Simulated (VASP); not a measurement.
# Re (I4_1/amd) in VASP: notebook, part 2 of 2

VASP 6.6.1. Earlier steps stand in the parts before.

### 3 Relaxation of shape and atoms at fixed volume, PBE

This run uses another cell than the first one, of 14.04 Å³/atom.

INCAR

```
SYSTEM = Re
PREC = Accurate
ENCUT = 600
EDIFF = 1E-6
ISMEAR = -1
SIGMA = 0.1
LREAL = .False.
LASPH = .True.
NELM = 100
ALGO = Normal
ISIF = 4
LWAVE = .False.
LCHARG = .False.
GGA = PE
IBRION = 2
NSW = 50
EDIFFG = -0.005
```

KPOINTS

```
regular mesh
0
Gamma
  18 18 18
  0 0 0
```

POSCAR

```
Re
1.0
   -2.3856245373      2.3856245373      1.2334258359
    2.3856245373     -2.3856245373      1.2334258359
    2.3856245373      2.3856245373     -1.2334258359
Re
2
Direct
   -0.3750000000     -0.1250000000     -0.2500000000
    0.3750000000      0.1250000000      0.2500000000
```

Potentials or basis: VASP PAW PBE potentials, release 64 (Re).

Started as:

```
cat potpaw_PBE.64/Re/POTCAR > POTCAR
mpirun -np 1 vasp_std > vasp.out
```

OUTCAR:

```text
SYSTEM = Re
   PREC = Accurate
   ENCUT = 600
   EDIFF = 1E-6
   ISMEAR = -1
   LREAL = .False.
   LASPH = .True.
   NELM = 100
   ISIF = 4
   GGA = PE
   IBRION = 2
   NSW = 50
   EDIFFG = -0.005

 ion  position               nearest neighbor table
   1  0.625  0.875  0.750-   2 2.46   2 2.46   2 2.46   2 2.46   2 3.02   2 3.02   2 3.02   2 3.02

   2  0.375  0.125  0.250-   1 2.46   1 2.46   1 2.46   1 2.46   1 3.02   1 3.02   1 3.02   1 3.02

  LATTYP: Found a body centered tetragonal cell.
 ALAT       =     4.7712490746
 C/A-ratio  =     0.5170242914

  Lattice vectors:

 A1 = (  -2.3856245373,   2.3856245373,   1.2334258359)
 A2 = (   2.3856245373,  -2.3856245373,   1.2334258359)
 A3 = (   2.3856245373,   2.3856245373,  -1.2334258359)

Analysis of symmetry for initial positions (statically):
=====================================================================
 Subroutine PRICEL returns:
 Original cell was already a primitive cell.

 Routine SETGRP: Setting up the symmetry group for a
 body centered tetragonal supercell.

 Subroutine GETGRP returns: Found 16 space group operations
 (whereof  4 operations were pure point group operations)
 out of a pool of 16 trial point group operations.

The static configuration has the point symmetry C_2h.
 The point group associated with its full space group is D_4h.

Analysis of symmetry for dynamics (positions and initial velocities):
=====================================================================
 Subroutine PRICEL returns:
 Original cell was already a primitive cell.

 Routine SETGRP: Setting up the symmetry group for a
 body centered tetragonal supercell.

 Subroutine GETGRP returns: Found 16 space group operations
 (whereof  4 operations were pure point group operations)
 out of a pool of 16 trial point group operations.

The dynamic configuration has the point symmetry C_2h.
 The point group associated with its full space group is D_4h.

 Subroutine INISYM returns: Found 16 space group operations
 (whereof  4 operations are pure point group operations),
 and found     1 'primitive' translations

----------------------------------------------------------------------------------------

                                     Primitive cell

  volume of cell :      28.0787

  direct lattice vectors                    reciprocal lattice vectors
    -2.385624537  2.385624537  1.233425836     0.000000000  0.209588723  0.405375001
     2.385624537 -2.385624537  1.233425836     0.209588723  0.000000000  0.405375001
     2.385624537  2.385624537 -1.233425836     0.209588723  0.209588723  0.000000000

  length of vectors
     3.592178748  3.592178748  3.592178748     0.456351098  0.456351098  0.296403214

  position of ions in fractional coordinates (direct lattice)
     0.625000000  0.875000000  0.750000000
     0.375000000  0.125000000  0.250000000

  ion indices of the primitive-cell ions
   primitive index   ion index
                 1           1
                 2           2

----------------------------------------------------------------------------------------

 KPOINTS: regular mesh

Automatic generation of k-mesh.
 Grid dimensions read from file:
 generate k-points for:   18   18   18

 Generating k-lattice:
[... 54 lines left out ...]
   ISTART =      0    job   : 0-new  1-cont  2-samecut
   ICHARG =      2    charge: 1-file 2-atom 10-const
   ISPIN  =      1    spin polarized calculation?
   LNONCOLLINEAR =      F non collinear calculations
   LSORBIT =      F    spin-orbit coupling
   LASPH  =      T    aspherical Exc in radial PAW
   ENCUT  =  600.0 eV  44.10 Ry    6.64 a.u.   7.17  7.17  7.17*2*pi/ulx,y,z
   NELM   =    100;   NELMIN=  2; NELMDL= -5     # of ELM steps
   EDIFF  = 0.1E-05   stopping-criterion for ELM
   LREAL  =      F    real-space projection
   EDIFFG = -.5E-02   stopping-criterion for IOM
   NSW    =     50    number of steps for IOM
   IBRION =      2    ionic relax: 0-MD 1-quasi-New 2-CG
   NFREE  =      1    steps in history (QN), initial steepest desc. (CG)
   ISIF   =      4    stress and relaxation
   ISYM   =      2    0-nonsym 1-usesym 2-fastsym
   POTIM  = 0.5000    time-step for ionic-motion
   TEBEG  =    0.0;   TEEND  =   0.0 temperature during run
   PSTRESS=    0.0 pullay stress
   NELECT =      14.0000    total number of electrons
   NUPDOWN=      -1.0000    fix difference up-down
   EMIN   =  10.00;   EMAX   =-10.00  energy-range for DOS
   EFERMI =   0.00;   METHOD = LEGACY
   ISMEAR =    -1;   SIGMA  =   0.10  broadening in eV -4-tet -1-fermi 0-gaus
   EFERMI_NEDOS =   21; number of points for ismear=-14 and -15
   IALGO  =     38    algorithm
   IMIX   =      4    mixing-type and parameters
     AMIX     =   0.40;   BMIX     =  1.00
     AMIX_MAG =   1.60;   BMIX_MAG =  1.00
  volume/ion in A,a.u.               =      14.04        94.74
  Fermi-wavevector in a.u.,A,eV,Ry     =   1.298151  2.453149 22.928472  1.685195
  Thomas-Fermi vector in A             =   2.429497
   LORBIT       =      0    0 simple, 1 ext, 2 COOP (PROOUT), +10 PAW based schemes
   GGA     = PE    functional components
   LHFCALC =     F    Hartree Fock is set to
   AEXX    =    0.0000 exact exchange contribution
   IVDW    =     0    specifies the selected vdW correction
   LEPSILON=     F    determine dielectric tensor
   LRPA    =     F    only Hartree local field effects (RPA)
 conjugate gradient relaxation of ions
 non-spin polarized calculation
  energy-cutoff  :      600.00
  volume of cell :       28.08
 maximum number of plane-waves:       961
 NGX is ok and might be reduce to    30
   NGX = 15   NGY = 15   NGZ = 15

--------------------------------------- Ionic step        1  -------------------------------------------

 number of electron      14.0000000 magnetization

 Free energy of the ion-electron system (eV)
  ---------------------------------------------------
  ext. energy  EPLUGINS =         0.00000000
  ---------------------------------------------------
  free energy    TOTEN  =       -22.02604713 eV

  energy without entropy =      -21.97090491  energy(sigma->0) =      -21.99847602

------------------------ aborting loop because EDIFF is reached ----------------------------------------

  FORCE on cell =-STRESS in cart. coord.  units (eV):
  Direction    XX          YY          ZZ          XY          YZ          ZX
  --------------------------------------------------------------------------------------
  -------------------------------------------------------------------------------------
  Total       11.2645902     11.2645902     11.9902654     -0.0000000      0.0000000      0.0000000
  in kB      642.7598774    642.7598774    684.1670591     -0.0000000      0.0000000      0.0000000
  external PRESSURE =     656.5622713 kB  Pullay stress =       0.0000000 kB
[... 59 lines left out ...]
--------------------------------------- Ionic step        3  -------------------------------------------

 number of electron      14.0000000 magnetization

 Free energy of the ion-electron system (eV)
  ---------------------------------------------------
  ext. energy  EPLUGINS =         0.00000000
  ---------------------------------------------------
  free energy    TOTEN  =       -22.02764899 eV

  energy without entropy =      -21.97235304  energy(sigma->0) =      -22.00000102

 E-fermi :   9.2178     XC(G=0): -13.8817

 val. band max:        9.2176812337   @ k =  -0.3889   0.3889   0.0000
 cond. band min:       9.2194867335   @ k =   0.1111   0.1111   0.0556
 fundamental gap:      0.0018054998
 Fermi energy:         9.2178414578

 k-point     1 :       0.0000    0.0000    0.0000
  band No.  band energies     occupation
      1      -1.5510      2.00000
      2       1.2702      2.00000
      3       3.2187      2.00000
      4       3.4512      2.00000
      5       4.4666      2.00000
      6      10.5069      0.00001
      7      10.5069      0.00001
      8      10.5730      0.00000
      9      10.5730      0.00000
     10      13.5769      0.00000
     11      15.1356      0.00000
[... 309 lines left out ...]
 k-point    24 :      -0.2222    0.0556    0.0000
  band No.  band energies     occupation
      1      -0.0112      2.00000
      2       2.1660      2.00000
      3       3.7403      2.00000
      4       4.8835      2.00000
      5       5.5039      2.00000
      6       7.0953      2.00000
      7       8.0300      1.99999
      8       9.6404      0.02882
      9      10.4006      0.00001
     10      12.7656      0.00000
     11      14.2315      0.00000

 [... further k-points ...]

------------------------ aborting loop because EDIFF is reached ----------------------------------------

  FORCE on cell =-STRESS in cart. coord.  units (eV):
  Direction    XX          YY          ZZ          XY          YZ          ZX
  --------------------------------------------------------------------------------------
  -------------------------------------------------------------------------------------
  Total       11.4854020     11.4854020     11.4836956      0.0000000     -0.0000000     -0.0000000
  in kB      655.3594472    655.3594472    655.2620774      0.0000000     -0.0000000     -0.0000000
  external PRESSURE =     655.3269906 kB  Pullay stress =       0.0000000 kB
[... 17 lines left out ...]
  FREE ENERGIE OF THE ION-ELECTRON SYSTEM (eV)
  ---------------------------------------------------
  free  energy   TOTEN  =       -22.0276489858 eV

  energy  without entropy=      -21.9723530448  energy(sigma->0) =      -22.00000102

 reached required accuracy - stopping structural energy minimisation
```

OSZICAR:

```text
N       E                     dE             d eps       ncg     rms          rms(c)
DAV:   1     0.381328269946E+02    0.38133E+02   -0.74270E+03 18472   0.177E+03
DAV:   2    -0.152544418745E+02   -0.53387E+02   -0.45416E+02 16176   0.321E+02
[... 17 lines left out ...]
   2 F= -.22023550E+02 E0= -.21995596E+02  d E =0.249750E-02
       N       E                     dE             d eps       ncg     rms          rms(c)
DAV:   1    -0.220325977031E+02   -0.90480E-02   -0.46233E-01 15865   0.251E+01    0.403E-01
DAV:   2    -0.220287615352E+02    0.38362E-02   -0.62024E-03 20363   0.103E+00    0.208E-01
DAV:   3    -0.220276477021E+02    0.11138E-02   -0.22281E-03 20066   0.725E-01    0.419E-02
DAV:   4    -0.220276499454E+02   -0.22433E-05   -0.74306E-05 16776   0.106E-01    0.158E-02
DAV:   5    -0.220276489858E+02    0.95959E-06   -0.59984E-07 10327   0.396E-02
   3 F= -.22027649E+02 E0= -.22000001E+02  d E =-.160186E-02
```

Run time: 8.8 min. Hardware: 1 thread of Oxide Virtual Turin-like, shared host; peak memory 0.29 GiB.

What came out:

| Quantity | Value |
| --- | --- |
| Free energy | -22.0276 eV |
| Energy gained by relaxing | 0.8 meV/atom |
| Ionic steps | 3 |
| Pressure after relaxing | 65.5 GPa |
| Band gap on the k mesh | zero (bands 7 and 8 overlap by 2.60 eV) |

Step by step:
| step | energy change (eV) | largest force (eV/Å) | pressure (GPa) | volume (Å³) |
| --- | --- | --- | --- | --- |
| 1 | 0.0000 | 0.0000 | 65.66 | 28.08 |
| 2 | 0.0025 | 0.0000 | 65.47 | 28.08 |
| 3 | -0.0016 | 0.0000 | 65.53 | 28.08 |

Final structure:
```yaml
crystal:
  lattice:
    - [-2.38034, 2.38034, 1.23891]
    - [2.38034, -2.38034, 1.23891]
    - [2.38034, 2.38034, -1.23891]
  atoms:
    - { symbol: Re, position: [0.62500, 0.87500, 0.75000] }
    - { symbol: Re, position: [0.37500, 0.12500, 0.25000] }
```

Caveat: spin-orbit coupling is left out, which moves the levels of the heavy elements.

### 4 Relaxation of cell and atoms, PBE

This run uses another cell than the first one, of 15.40 Å³/atom.

INCAR

```
  PREC = Accurate
  ENCUT = 600
  EDIFF = 1E-6
  ISMEAR = -1
  SIGMA = 0.1
  LREAL = F
  LASPH = T
  NELM = 100
  ALGO = Normal
  ISIF = 3
  LWAVE = F
  LCHARG = F
  GGA = PE
  IBRION = 2
  NSW = 60
  EDIFFG = -0.005
```

KPOINTS

```
regular mesh
0
Gamma
  18 18 18
```

POSCAR

```
Re
1.0
   -2.4103326608      2.4103326608      1.3256829634
    2.4103326608     -2.4103326608      1.3256829634
    2.4103326608      2.4103326608     -1.3256829634
Re
2
Direct
   -0.3750000000     -0.1250000000     -0.2500000000
    0.3750000000      0.1250000000      0.2500000000
```

Started as:

```
cat potpaw_PBE.64/Re/POTCAR > POTCAR
mpirun -np 1 vasp_std > vasp.out
```

Run time: 33 min. Hardware: 1 thread of Oxide Virtual Turin-like, shared host; peak memory 0.31 GiB.

Results (log left out):

```yaml
Free_energy: -22.8889 eV
Relaxed_volume: 16.46 Å³/atom
Relaxed_cell: a = 3.788 Å, b = 3.788 Å, c = 3.788 Å, α = 96.77°, β = 96.77°, γ = 139.83°
Space_group_after_relaxing_to_0.1_Å: I4_1/amd (No. 141)
Pressure_after_relaxing: 0.0 GPa
Band_gap_on_the_k_mesh: zero (bands 7 and 8 overlap by 2.10 eV)
```

Final structure:
```xyz
2
Lattice="-2.5154 2.5154 1.3009 2.5154 -2.5154 1.3009 2.5154 2.5154 -1.3009" Properties=species:S:1:pos:R:3 pbc="T T T"
Re    2.5154    1.2577    0.9757
Re    0.0000    1.2577    0.3252
```

Levels at points of the mesh, in eV from the Fermi level:
| k point | band 3 | band 4 | band 5 | band 6 | band 7 | band 8 | band 9 | band 10 | band 11 |
| --- | --- | --- | --- | --- | --- | --- | --- | --- | --- |
| (0.00, 0.00, 0.00) | -4.85 | -4.82 | -3.87 | 1.22 | 1.22 | 1.25 | 1.25 | 3.39 | 4.96 |
| (0.50, 0.00, 0.00) | -4.28 | -3.54 | -1.44 | -1.43 | -0.70 | 0.95 | 1.89 | 2.24 | 5.91 |
| (0.50, 0.50, 0.00) | -3.99 | -3.99 | -2.31 | -2.31 | -0.59 | -0.59 | 2.09 | 2.09 | 2.32 |
| (0.50, 0.50, 0.50) | -3.71 | -3.71 | -1.06 | -1.06 | -0.08 | -0.08 | 1.64 | 1.65 | 1.68 |

Caveat: spin-orbit coupling is left out, which moves the levels of the heavy elements.

### 5 The runs side by side

```csv
task,cell,gap on the mesh (eV),pressure (GPa)
relaxation of shape and atoms at fixed volume,"relaxed from a = 3.445 Å, angles 96.8, 96.8, 139.8°, 2 atoms",none,152.2
relaxation of shape and atoms at fixed volume,"relaxed from a = 3.592 Å, angles 96.8, 96.8, 139.8°, 2 atoms",none,65.5
relaxation of cell and atoms,"relaxed from a = 3.657 Å, angles 97.5, 97.5, 137.5°, 2 atoms",none,0.0
```

Alike in all rows: level PBE; potentials or basis VASP PAW PBE potentials, release 64 (Re); no spin polarisation; k mesh 18 × 18 × 18; cutoff (eV) 600; smearing fermi-dirac 0.1 eV.

Caveats: spin-orbit coupling is left out, which moves the levels of the heavy elements.

Total energies depend on the potentials used, so only differences within one code and one set of settings carry meaning.
